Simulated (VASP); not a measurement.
Write the native input for VASP 6.6.1 that does the following.

- Task: relaxation of cell and atoms
- Functional: PBE
- Potentials or basis: VASP PAW PBE potentials, release 64 (Mo_sv, Ge_d)
- Cutoff: 500 eV
- k mesh: 13 × 13 × 13
- Occupations: fermi-dirac, width 0.1 eV
- Spin: no spin polarisation
- Target pressure: 300 GPa
- Dipole correction: no
- Further INCAR settings: ALGO = Normal; EDIFF = 1e-07; IBRION = 2; EDIFFG = -0.005; NSW = 32; ISIF = 3

The structure of GeMo (zincblende type) lies in POSCAR:

```
GeMo
1.0
    0.0000000000      2.2373047753      2.2373047753
    2.2373047753      0.0000000000      2.2373047753
    2.2373047753      2.2373047753      0.0000000000
Mo Ge
1 1
Direct
    0.0000000000      0.0000000000      0.0000000000
    0.2500000000      0.2500000000      0.2500000000
```

The input as run:

INCAR

```
PREC     = Accurate       # precision mode
ENCUT    = 500            # plane-wave cutoff, eV
EDIFF    = 1E-7           # SCF threshold, eV
ISMEAR   = -1             # smearing method
SIGMA    = 0.1            # smearing width, eV
LREAL    = False          # projectors in reciprocal space
LASPH    = True           # aspherical terms in the spheres
NELM     = 120            # most SCF steps
ALGO     = Normal         # electronic algorithm
ISIF     = 3              # what is computed and relaxed
LWAVE    = False          # write WAVECAR
LCHARG   = False          # write CHGCAR
GGA      = PE             # functional
IBRION   = 2              # ionic algorithm
NSW      = 32             # ionic steps
EDIFFG   = -0.005         # ionic threshold
PSTRESS  = 3000.0       
GGA_COMPAT= False        
NELMIN   = 4
```

KPOINTS

```
regular mesh
0
Gamma
  13 13 13
```

Potentials or basis: VASP PAW PBE potentials, release 64 (Mo_sv, Ge_d).

Launch:

```console
$ cat potpaw_PBE.64/Mo_sv/POTCAR potpaw_PBE.64/Ge_d/POTCAR > POTCAR
$ mpirun -np 1 vasp_std > vasp.out
```

It gave:

| Property | Result |
| --- | --- |
| Relaxed volume | 11.31 Å³/atom |
| Relaxed cell | a = 3.175 Å, b = 3.175 Å, c = 3.175 Å, α = 60.00°, β = 60.00°, γ = 60.00° |
| Space group after relaxing (to 0.1 Å) | F-43m (No. 216) |
| Energy change on relaxing (the run minimises the enthalpy) | -220.0 meV/atom |
| Ionic steps | 7 |
| Pressure after relaxing | 300.0 GPa |
| Band gap on the k mesh | zero (bands 14 and 15 overlap by 1.28 eV) |

Caveat: the cell is relaxed towards a set pressure, so the run minimises the enthalpy, not the energy.

It took 3.8 min on 1 thread of Intel Xeon 8259CL, on a shared host, peak memory 0.17 GiB.
